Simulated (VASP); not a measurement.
# OsBr (Pm-3m) in VASP: further runs, part 2 of 2

VASP 6.6.1. Earlier steps stand in the parts before.

## Step 4: Single point, PBE

This run uses another cell than the first one, of 16.63 Å³/atom, 1.006 times its volume.

File INCAR:

```
PREC     = Accurate       # precision mode
ENCUT    = 520            # plane-wave cutoff, eV
EDIFF    = 1E-7           # SCF threshold, eV
ISMEAR   = 0              # smearing method
SIGMA    = 0.1            # smearing width, eV
LREAL    = False          # projectors in reciprocal space
LASPH    = True           # aspherical terms in the spheres
NELM     = 80             # most SCF steps
ALGO     = Normal         # electronic algorithm
ISIF     = 2              # what is computed and relaxed
LWAVE    = False          # write WAVECAR
LCHARG   = False          # write CHGCAR
GGA      = PE             # functional
NBANDS   = 14             # bands
```

File KPOINTS:

```
regular mesh
0
Gamma
  18 18 18
```

File POSCAR:

```
OsBr
1.0
    3.2159169292      0.0000000000      0.0000000000
    0.0000000000      3.2159169292      0.0000000000
    0.0000000000      0.0000000000      3.2159169292
Os Br
1 1
Direct
    0.0000000000      0.0000000000      0.0000000000
    0.5000000000      0.5000000000      0.5000000000
```

Potentials or basis: VASP PAW PBE potentials, release 64 (Os, Br).

Launch:

```bash
cat potpaw_PBE.64/Os/POTCAR potpaw_PBE.64/Br/POTCAR > POTCAR
mpirun -np 1 vasp_std > vasp.out
```

OUTCAR:

```text
PREC = Accurate
   ENCUT = 520
   EDIFF = 1E-7
   ISMEAR = 0
   LREAL = False
   LASPH = True
   NELM = 80
   ISIF = 2
   GGA = PE

 ion  position               nearest neighbor table
   1  0.000  0.000  0.000-   2 2.79   2 2.79   2 2.79   2 2.79   2 2.79   2 2.79   2 2.79   2 2.79

   2  0.500  0.500  0.500-   1 2.79   1 2.79   1 2.79   1 2.79   1 2.79   1 2.79   1 2.79   1 2.79

  LATTYP: Found a simple cubic cell.
 ALAT       =     3.2159169292

  Lattice vectors:

 A1 = (   3.2159169292,   0.0000000000,   0.0000000000)
 A2 = (   0.0000000000,   3.2159169292,   0.0000000000)
 A3 = (   0.0000000000,   0.0000000000,   3.2159169292)

Analysis of symmetry for initial positions (statically):
=====================================================================
 Subroutine PRICEL returns:
 Original cell was already a primitive cell.

 Routine SETGRP: Setting up the symmetry group for a
 simple cubic supercell.

 Subroutine GETGRP returns: Found 48 space group operations
 (whereof 48 operations were pure point group operations)
 out of a pool of 48 trial point group operations.

The static configuration has the point symmetry O_h .

[... 177 lines left out ...]
      8       7.7042      2.00000
      9       7.7042      2.00000
     10       7.7042      2.00000
     11      16.7625      0.00000
     12      16.7625      0.00000
     13      23.2490      0.00000
     14      23.2490      0.00000
[... 377 lines left out ...]
      1      -9.8883      2.00000
      2      -0.5392      2.00000
      3       2.8142      2.00000
      4       3.4261      2.00000
      5       5.0372      2.00000
      6       7.3802      2.00000
      7       7.5954      2.00000
      8       8.4297      1.31103
      9       9.2822      0.00000
     10      11.5564      0.00000
     11      14.8029      0.00000
     12      15.1972      0.00000
     13      17.4607      0.00000
     14      18.1915      0.00000

 [... further k-points ...]

------------------------ aborting loop because EDIFF is reached ----------------------------------------

  FORCE on cell =-STRESS in cart. coord.  units (eV):
  Direction    XX          YY          ZZ          XY          YZ          ZX
  --------------------------------------------------------------------------------------
  -------------------------------------------------------------------------------------
  Total        0.0446065      0.0446065      0.0446065     -0.0000000      0.0000000      0.0000000
  in kB        2.1487895      2.1487895      2.1487895     -0.0000000      0.0000000      0.0000000
  external PRESSURE =       2.1487895 kB  Pullay stress =       0.0000000 kB

 VOLUME and BASIS-vectors are now :
 -----------------------------------------------------------------------------
  energy-cutoff  :      520.00
  volume of cell :       33.26
      direct lattice vectors                 reciprocal lattice vectors
     3.215916929  0.000000000  0.000000000     0.310953306  0.000000000  0.000000000
     0.000000000  3.215916929  0.000000000     0.000000000  0.310953306  0.000000000
     0.000000000  0.000000000  3.215916929     0.000000000  0.000000000  0.310953306

 POSITION                                       TOTAL-FORCE (eV/Angst)
 -----------------------------------------------------------------------------------
      0.00000      0.00000      0.00000         0.000000      0.000000      0.000000
      1.60796      1.60796      1.60796         0.000000      0.000000      0.000000
 -----------------------------------------------------------------------------------
    total drift:                                0.000000     -0.000000     -0.000000

  FREE ENERGIE OF THE ION-ELECTRON SYSTEM (eV)
  ---------------------------------------------------
  free  energy   TOTEN  =        -9.2131938472 eV

  energy  without entropy=       -9.2020550125  energy(sigma->0) =       -9.20762443
```

OSZICAR:

```text
N       E                     dE             d eps       ncg     rms          rms(c)
DAV:   1     0.854251000236E+02    0.85425E+02   -0.66551E+03  6384   0.935E+02
DAV:   2    -0.455354211912E+01   -0.89979E+02   -0.79105E+02  6852   0.251E+02
DAV:   3    -0.932860914659E+01   -0.47751E+01   -0.46011E+01  7906   0.524E+01
DAV:   4    -0.936778014165E+01   -0.39171E-01   -0.39101E-01  6850   0.544E+00
DAV:   5    -0.936810631978E+01   -0.32618E-03   -0.32615E-03  7822   0.454E-01    0.242E+01
DAV:   6    -0.924324244923E+01    0.12486E+00   -0.16870E-01  7452   0.342E+00    0.137E+01
DAV:   7    -0.921676996209E+01    0.26472E-01   -0.90793E-02  6682   0.205E+00    0.305E+00
DAV:   8    -0.921459924749E+01    0.21707E-02   -0.13315E-02  7912   0.121E+00    0.475E-01
DAV:   9    -0.921321421753E+01    0.13850E-02   -0.52060E-03  6736   0.495E-01    0.192E-01
DAV:  10    -0.921319104986E+01    0.23168E-04   -0.11325E-04  7078   0.792E-02    0.308E-02
DAV:  11    -0.921319350634E+01   -0.24565E-05   -0.48175E-06  7702   0.224E-02    0.203E-02
DAV:  12    -0.921319393761E+01   -0.43127E-06   -0.19244E-07  6342   0.352E-03    0.526E-03
DAV:  13    -0.921319384723E+01    0.90379E-07   -0.28692E-08  3752   0.167E-03
   1 F= -.92131938E+01 E0= -.92076244E+01  d E =-.111388E-01
```

It took 37 s on 1 thread of Intel Xeon Platinum 8488C (Sapphire Rapids), shared host; peak memory 0.23 GiB.

Results:

```yaml
Free_energy: -9.2132 eV
Pressure: 0.2 GPa
```

Caveat: spin-orbit coupling is left out, which moves the levels of the heavy elements; an odd number of electrons without spin polarisation forces a metal; a magnetic or distorted state may lie lower.

## Step 5: Relaxation of cell and atoms, PBE, collinear spin, ferromagnetic start

This run uses another cell than the first one, of 22.06 Å³/atom, 1.335 times its volume.

File INCAR:

```
SYSTEM = OsBr
  PREC = Accurate
  ENCUT = 600
  EDIFF = 1E-7
  ISMEAR = 0
  SIGMA = 0.1
  LREAL = .False.
  LASPH = .True.
  NELM = 150
  ALGO = Normal
  ISIF = 3
  LWAVE = .False.
  LCHARG = .False.
  ISPIN = 2
  MAGMOM = 0.67 0
  LORBIT = 11
  LMAXMIX = 4
  GGA = PE
  IBRION = 2
  NSW = 90
  EDIFFG = -0.04
```

File KPOINTS:

```
Automatic mesh
0
Gamma
  6 6 6
  0 0 0
```

File POSCAR:

```
OsBr
1.0
    3.5334950121      0.0000000000      0.0000000000
    0.0000000000      3.5334950121      0.0000000000
    0.0000000000      0.0000000000      3.5334950121
Os Br
1 1
Direct
    0.0000000000      0.0000000000      0.0000000000
    0.5000000000      0.5000000000      0.5000000000
```

Launch:

```bash
cat potpaw_PBE.64/Os/POTCAR potpaw_PBE.64/Br/POTCAR > POTCAR
mpirun -np 1 vasp_std > vasp.out
```

Run time: 64 s. Hardware: 1 thread of Intel Xeon Platinum 8488C (Sapphire Rapids), shared host; peak memory 0.19 GiB.

It converged, with:

```
Free energy                                           : -9.2305 eV
Relaxed volume                                        : 16.58 Å³/atom
Relaxed cell                                          : a = 3.213 Å, b = 3.213 Å, c = 3.213 Å, α = 90.00°, β = 90.00°, γ = 90.00°
Space group after relaxing (to 0.05 Å)                : Pm-3m (No. 221)
Energy gained by relaxing                             : 448.9 meV/atom
Ionic steps                                           : 4
Pressure after relaxing                               : -0.2 GPa
Net moment                                            : 0.00 μB per cell
Valence electrons inside the program's atomic spheres : Os 6.86; Br 4.79
```

The path:
```csv
step,energy change (eV),largest force (eV/Å),pressure (GPa),volume (Å³)
1,0.0000,0.0000,-19.12,44.12
2,-0.6284,0.0000,26.08,29.35
3,-0.8971,0.0000,-1.04,33.36
4,-0.8979,0.0000,-0.17,33.17
```

Final structure:
```cif
data_structure
_symmetry_space_group_name_H-M 'P 1'
_symmetry_Int_Tables_number 1
_cell_length_a 3.2129
_cell_length_b 3.2129
_cell_length_c 3.2129
_cell_angle_alpha 90.000
_cell_angle_beta 90.000
_cell_angle_gamma 90.000
_cell_volume 33.17
loop_
_atom_site_label
_atom_site_type_symbol
_atom_site_fract_x
_atom_site_fract_y
_atom_site_fract_z
_atom_site_occupancy
Os1 Os 0.00000 0.00000 0.00000 1
Br1 Br 0.50000 0.50000 0.50000 1
```

Levels at points of the mesh, in eV from the Fermi level:
Spin up:
```tsv
k point	band 3	band 4	band 5	band 6	band 7	band 8	band 9	band 10	band 11
(0.00, 0.00, 0.00)	-4.28	-4.28	-4.15	-4.15	-1.41	-0.72	-0.72	-0.72	8.35
(0.50, 0.00, 0.00)	-5.32	-5.32	-3.41	-0.45	0.19	1.50	1.50	3.35	5.45
(0.50, 0.50, 0.00)	-7.77	-4.38	-3.12	-2.02	-2.02	-1.65	0.64	2.05	8.65
(0.50, 0.50, 0.50)	-8.52	-8.52	0.73	0.73	1.64	1.64	2.09	2.09	2.09
```
Spin down:
```tsv
k point	band 5	band 6	band 7	band 8	band 9	band 10
(0.00, 0.00, 0.00)	-4.15	-4.15	-1.41	-0.72	-0.72	-0.72
(0.50, 0.00, 0.00)	-3.41	-0.45	0.19	1.50	1.50	3.35
(0.50, 0.50, 0.00)	-3.12	-2.02	-2.02	-1.65	0.64	2.05
(0.50, 0.50, 0.50)	0.73	0.73	1.64	1.64	1.64	2.09
```

Caveat: the volume moved by over 15 % at a fixed basis, so the end points are rough; spin-orbit coupling is left out, which moves the levels of the heavy elements.

## Step 6: The runs side by side

| task | spin | cell | k mesh | cutoff (eV) | gap on the mesh (eV) | pressure (GPa) | moment (μB) |
| --- | --- | --- | --- | --- | --- | --- | --- |
| single point | collinear, ferromagnetic start | a = 3.209 Å, 2 atoms | 6 × 6 × 6 | 520 | none | 0.3 | 0.00 |
| single point | collinear, ferromagnetic start | a = 3.533 Å, 2 atoms | 6 × 6 × 6 | 520 | none | -19.1 | 0.68 |
| single point | off | a = 3.216 Å, 2 atoms | 18 × 18 × 18 | 520 | none | 0.2 | - |
| relaxation of cell and atoms | collinear, ferromagnetic start | relaxed from a = 3.533 Å, 2 atoms | 6 × 6 × 6 | 600 | none | -0.2 | 0.00 |

Alike in all rows: level PBE; potentials or basis VASP PAW PBE potentials, release 64 (Os, Br); smearing gaussian 0.1 eV.

Caveats: spin-orbit coupling is left out, which moves the levels of the heavy elements; an odd number of electrons without spin polarisation forces a metal (some runs); a magnetic or distorted state may lie lower (some runs); the volume moved by over 15 % at a fixed basis, so the end points are rough (some runs).

Total energies depend on the potentials used, so only differences within one code and one set of settings carry meaning.
